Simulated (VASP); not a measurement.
Set up this calculation in VASP 6.6.1, as the native input.

| Quantity | Value |
| --- | --- |
| Task | single point |
| Functional | r2SCAN |
| Potentials or basis | VASP PAW PBE potentials, release 64 (Pb_d, S) |
| Cutoff | 520 eV |
| k mesh | 9 × 9 × 9 |
| Occupations | gaussian, width 0.05 eV |
| Spin | no spin polarisation |
| Dipole correction | no |
| Further INCAR settings | ALGO = Normal; EDIFF = 1e-06; NBANDS = 17 |

The system is PbS.

```
Pb S
1.0
     2.21055    1.27626    3.45087
    -2.21055    1.27626    3.45087
     0.00000   -2.55252    3.45087
Pb S
1 1
Direct
  0.97815 0.97815 0.97815
  0.47745 0.47745 0.47745
```

These files were run (other wordings do the same):

POSCAR

```
PbS
1.0
    2.2105500000      1.2762616375      3.4508715040
   -2.2105500000      1.2762616375      3.4508715040
    0.0000000000     -2.5525232751      3.4508715040
Pb S
1 1
Direct
    0.9781509158      0.9781509158      0.9781509158
    0.4774504142      0.4774504142      0.4774504142
```

INCAR.step1

```
PREC = Accurate ; ENCUT = 520
ISMEAR = 0 ; SIGMA = 0.05
LREAL = F ; LASPH = T
NELM = 60 ; NBANDS = 17
GGA = PE ; ALGO = Normal
EDIFF = 1E-4 ; LWAVE = T
LCHARG = F
```

INCAR.step2

```
PREC = Accurate ; ENCUT = 520
EDIFF = 1E-6 ; ISMEAR = 0
SIGMA = 0.05 ; LREAL = F
LASPH = T ; NELM = 60
ALGO = Normal ; ISIF = 2
LWAVE = F ; LCHARG = T
METAGGA = R2SCAN ; LMIXTAU = T
LELF = T ; LVHAR = T
NBANDS = 17 ; ISTART = 1
```

KPOINTS

```
Automatic mesh
0
Gamma
  9 9 9
```

Potentials or basis: VASP PAW PBE potentials, release 64 (Pb_d, S).

Launch:

```console
$ cat potpaw_PBE.64/Pb_d/POTCAR potpaw_PBE.64/S/POTCAR > POTCAR
$ cp INCAR.step1 INCAR
$ mpirun -np 1 vasp_std > vasp.out
$ cp INCAR.step2 INCAR
$ mpirun -np 1 vasp_std > vasp.out
```

It gave:

The pressure is -4.4 GPa.

Caveat: the cell stands under tension; the PAW data sets were made with another functional, which shifts forces and pressure a little.

It took 2.6 min on 1 thread of Intel(R) Xeon(R) Platinum 8488C (Sapphire Rapids), with other jobs on the host, peak memory 0.24 GiB.
